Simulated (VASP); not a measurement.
# Al16Ru in VASP: notebook, part 2 of 2

VASP 6.6.1. The steps go on from the part before.

**4. Single point, r2SCAN+D3(BJ)**

Contents of POSCAR:

```
Al16Ru
1.0
    5.7275650000      0.0000000000      0.0000000000
    2.8637820000      4.9602170000      0.0000000000
    0.0000000000      0.0000000000     18.0148060000
Al Ru
16 1
Direct
    0.0000000000      0.0000000000      0.0555098956
    0.5000000873      0.0000000000      0.0555098956
   -0.0000000504      0.5000001008      0.0555098956
    0.5000000369      0.5000001008      0.0555098956
    0.1680838124      0.1659497961      0.1826009117
    0.6632462198      0.1666447254      0.1800032151
    0.1672173256      0.6663827409      0.1824344375
    0.6632475002      0.6700914496      0.1800013278
   -0.1737699328      0.3368778019      0.3025798335
    0.3402613733      0.3334342026      0.3121395257
   -0.1688594399      0.8344110752      0.3036706585
    0.3402779570      0.8262608269      0.3121343633
   -0.0374777756      0.0477747244      0.4270598307
    0.4914744777      0.0042405403      0.4418117520
   -0.0375503652      0.4896797862      0.4270817016
    0.3870293279      0.5564310997      0.4657077628
   -0.0967977878      0.7984122469      0.5158699461
```

Contents of INCAR.step1:

```
SYSTEM = Al16Ru
PREC     = Accurate       ! precision mode
ENCUT    = 520            ! plane-wave cutoff, eV
ISMEAR   = 0              ! smearing method
SIGMA    = 0.15           ! smearing width, eV
LREAL    = Auto         
LASPH    = .TRUE.         ! aspherical terms in the spheres
NELM     = 60             ! most SCF steps
NBANDS   = 45             ! bands
GGA      = PE             ! functional
ALGO     = Normal         ! electronic algorithm
EDIFF    = 1E-4           ! SCF threshold, eV
LWAVE    = .TRUE.         ! write WAVECAR
LCHARG   = .FALSE.        ! write CHGCAR
```

Contents of INCAR.step2:

```
SYSTEM = Al16Ru
PREC     = Accurate       ! precision mode
ENCUT    = 520            ! plane-wave cutoff, eV
EDIFF    = 1E-6           ! SCF threshold, eV
ISMEAR   = 0              ! smearing method
SIGMA    = 0.15           ! smearing width, eV
LREAL    = Auto         
LASPH    = .TRUE.         ! aspherical terms in the spheres
NELM     = 60             ! most SCF steps
ALGO     = Normal         ! electronic algorithm
ISIF     = 2              ! what is computed and relaxed
LWAVE    = .FALSE.        ! write WAVECAR
LCHARG   = .FALSE.        ! write CHGCAR
METAGGA  = R2SCAN         ! meta-GGA
LMIXTAU  = .TRUE.       
IVDW     = 12             ! dispersion correction
VDW_S6   = 1.0          
VDW_S8   = 0.78981345   
VDW_A1   = 0.49484001   
VDW_A2   = 5.73083694   
NBANDS   = 45             ! bands
ISTART   = 1
```

Contents of KPOINTS:

```
regular mesh
0
G
  3 3 1
  0 0 0
```

Potentials or basis: VASP PAW PBE potentials, release 64 (Al, Ru_pv).

Run with:

```bash
$ cat potpaw_PBE.64/Al/POTCAR potpaw_PBE.64/Ru_pv/POTCAR > POTCAR
$ cp INCAR.step1 INCAR
$ mpirun -np 1 vasp_std > vasp.out
$ cp INCAR.step2 INCAR
$ mpirun -np 1 vasp_std > vasp.out
```

OUTCAR:

```text
SYSTEM = Al16Ru
   PREC = Accurate
   ENCUT = 520
   EDIFF = 1E-6
   ISMEAR = 0
   LREAL = Auto
   LASPH = .TRUE.
   NELM = 60
   ISIF = 2
   METAGGA = R2SCAN
   IVDW = 12
   ISTART = 1
 IVDW          = 12

 ion  position               nearest neighbor table
   1  0.000  0.000  0.056-   6 2.80   7 2.82   5 2.83   2 2.86   3 2.86   4 2.86   4 2.86   3 2.86
                             2 2.86
   2  0.500  0.000  0.056-   6 2.78   8 2.78   5 2.82   1 2.86   3 2.86   4 2.86   4 2.86   1 2.86
                             3 2.86
   3  1.000  0.500  0.056-   8 2.80   7 2.82   5 2.83   4 2.86   2 2.86   1 2.86   1 2.86   4 2.86
                             2 2.86
   4  0.500  0.500  0.056-   8 2.79   6 2.79   7 2.82   3 2.86   2 2.86   1 2.86   1 2.86   2 2.86
                             3 2.86
   5  0.168  0.166  0.183-   9 2.75   2 2.82   1 2.83   3 2.83   6 2.84   8 2.84   7 2.86   7 2.86
                            10 2.88  12 2.88   8 2.89   6 2.89
   6  0.663  0.167  0.180-   9 2.76  11 2.77   2 2.78   4 2.79   1 2.80   5 2.84   8 2.84   7 2.85
                            10 2.87   7 2.88   8 2.88   5 2.89
   7  0.167  0.666  0.182-  11 2.75   4 2.82   3 2.82   1 2.82   6 2.85   8 2.85  12 2.86  10 2.86
                             5 2.86   5 2.86   8 2.88   6 2.88
[... 225 lines left out ...]
      2     -40.2148      2.00000
      3     -40.1279      2.00000
      4      -8.8875      2.00000
      5      -7.6552      2.00000
      6      -5.9314      2.00000
[... 219 lines left out ...]
     42       5.5282      0.00000
     43       5.6735      0.00000
 [bands above 43 left out]

------------------------ aborting loop because EDIFF is reached ----------------------------------------

 Edisp (eV)   -2.05568

 E8    (eV) :    -0.7554

  FORCE on cell =-STRESS in cart. coord.  units (eV):
  Direction    XX          YY          ZZ          XY          YZ          ZX
  --------------------------------------------------------------------------------------
  -------------------------------------------------------------------------------------
  Total      -9.97855    -5.93556    -0.39627     3.50206     0.00789    -0.01199
  in kB     -31.23761   -18.58113    -1.24052    10.96313     0.02470    -0.03754
  external pressure =      -17.02 kB  Pullay stress =        0.00 kB

 VOLUME and BASIS-vectors are now :
 -----------------------------------------------------------------------------
  energy-cutoff  :      520.00
  volume of cell :      511.80
      direct lattice vectors                 reciprocal lattice vectors
     5.727565000  0.000000000  0.000000000     0.174594265 -0.100802024  0.000000000
     2.863782000  4.960217000  0.000000000     0.000000000  0.201604083  0.000000000
     0.000000000  0.000000000 18.014806000     0.000000000  0.000000000  0.055509896

 POSITION                                       TOTAL-FORCE (eV/Angst)
 -----------------------------------------------------------------------------------
      0.00000      0.00000      1.00000        -0.079093     -0.105338     -0.014108
      2.86378      0.00000      1.00000         0.066476     -0.038435     -0.000787
      7.15946      2.48011      1.00000         0.051667      0.121057     -0.014111
      4.29567      2.48011      1.00000        -0.036618      0.021072      0.076782
      1.43795      0.82315      3.28952        -0.002747      0.001612     -0.002135
      4.27602      0.82659      3.24272        -0.002771      0.002100      0.003687
[... 9 lines left out ...]
      3.81023      2.76002      8.38963         0.001425     -0.000657     -0.010944
      7.45963      3.96030      9.29330         0.001073     -0.000606      0.047805
 -----------------------------------------------------------------------------------
    total drift:                               -0.001879      0.001534      0.001962

  FREE ENERGIE OF THE ION-ELECTRON SYSTEM (eV)
  ---------------------------------------------------
  free  energy   TOTEN  =      -131.1193246945 eV

  energy  without entropy=     -131.0817844120  energy(sigma->0) =     -131.10055455
```

OUTCAR.step1:

```text
SYSTEM = Al16Ru
   PREC = Accurate
   ENCUT = 520
   ISMEAR = 0
   LREAL = Auto
   LASPH = .TRUE.
[... 498 lines left out ...]
      4.27602      0.82659      3.24272        -0.010893      0.010669     -0.028128
[... 9 lines left out ...]
      3.81023      2.76002      8.38963         0.126361     -0.072787      0.148019
      7.45963      3.96030      9.29330        -0.024584      0.014228      0.460561
 -----------------------------------------------------------------------------------
    total drift:                               -0.002028      0.001609      0.005885

  FREE ENERGIE OF THE ION-ELECTRON SYSTEM (eV)
  ---------------------------------------------------
  free  energy   TOTEN  =       -65.4804916878 eV

  energy  without entropy=      -65.4448752059  energy(sigma->0) =      -65.46268345
```

Run time: 15 min. Hardware: 1 thread of Intel Xeon Platinum 8559C (Emerald Rapids), shared host; peak memory 0.76 GiB.

What came out:

| Property | Result |
| --- | --- |
| Free energy | -131.1193 eV |
| Largest force | 0.132 eV/Å |
| Band gap on the k mesh | zero (bands 31 and 32 overlap by 0.53 eV) |
| Dispersion energy per atom | -0.121 eV |

Forces in eV/Å, atoms in the order of the input:
```
Al  -0.079 -0.105 -0.014
Al   0.066 -0.038 -0.001
Al   0.052  0.121 -0.014
Al  -0.037  0.021  0.077
Al  -0.003  0.002 -0.002
Al  -0.003  0.002  0.004
Al  -0.001  0.000 -0.002
Al  -0.003  0.001  0.004
Al  -0.001  0.000 -0.004
Al   0.002  0.000 -0.003
Al   0.006 -0.003 -0.001
Al   0.001 -0.002 -0.003
Al   0.020  0.026 -0.029
Al  -0.013  0.008 -0.019
Al  -0.012 -0.030 -0.030
Al   0.001 -0.001 -0.011
Ru   0.001 -0.001  0.048
```

Levels at points of the mesh, in eV from the Fermi level:
```csv
k point,band 29,band 30,band 31,band 32,band 33,band 34
"(0.00, 0.00, 0.00)",-1.27,-0.91,-0.80,-0.26,0.07,0.55
```

Caveat: the k points lie up to 0.42 Å⁻¹ apart, too coarse for converged energies and pressures of a metal; the PAW data sets were made with another functional, which shifts forces and pressure a little.
